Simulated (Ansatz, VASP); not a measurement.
## One calculation of Se, two programs

Contents of INCAR:

```
ALGO = Normal
EDIFF = 1E-7
ENCUT = 520
GGA = PS
ISIF = 2
ISMEAR = -1
LASPH = T
LCHARG = F
LREAL = F
LWAVE = F
NBANDS = 13
NELM = 100
PREC = Accurate
SIGMA = 0.05
```

Contents of KPOINTS:

```
k-points
0
Gamma
  4 4 4
```

The input POSCAR:

```
Se
1.0
   -0.0107600000      3.0890900000      3.1226300000
    3.1586400000      0.0116900000      3.1001800000
    3.1832800000      3.0912800000     -0.0129500000
Se
2
Direct
    0.4913800000      0.5098000000      0.4985300000
    0.7581100000      0.7324300000      0.7726200000
```

Input for Ansatz:

```yaml
crystal:
  lattice:
    - [-0.01076, 3.08909, 3.12263]
    - [3.15864, 0.01169, 3.10018]
    - [3.18328, 3.09128, -0.01295]
  atoms:
    - { symbol: Se, position: [0.49138, 0.5098, 0.49853] }
    - { symbol: Se, position: [0.75811, 0.73243, 0.77262] }
basis:
  ecutwfc: 540.0
  xc_grid: 2
kpoints:
  mp_grid:
    grid: [4, 4, 4]
hamiltonian:
  xc: pbesol
scf:
  convergence:
    dr2_threshold: 1.0e-09
  occupations:
    method: fermi_dirac
    width: 0.05
output:
  forces: true
  stress: true
```

Alike in both runs: task single point; functional PBEsol; k mesh 4 × 4 × 4; occupations fermi-dirac, width 0.05 eV; no spin polarisation.

|  | VASP | Ansatz |
| --- | --- | --- |
| version | VASP 6.6.1 | Ansatz 0.2.0 |
| potentials or method | VASP PAW PBE potentials, release 64 (Se), cutoff 520 eV | plane waves, PAW |
| valence electrons in the cell | 12 | 32 |

```csv
,VASP,Ansatz,Ansatz less VASP
pressure (GPa),-0.2,-0.3,-0.07
"traceless stress, the component that is largest in VASP (GPa)",2.88,2.88,+0.005
rms of the force components (eV/Å),0.575,0.574,-0.0012
```

VASP's potentials were made for PBE, not for PBEsol. Atom by atom the forces differ by 0.001 eV/Å (rms over components). VASP's potentials hold 12 valence electrons a cell and Ansatz's 32, so a difference there can come from the potentials and not from the codes. Ansatz's warnings: stress scf threshold loose.

The k mesh is coarse, so the values compare programs but aren't converged.
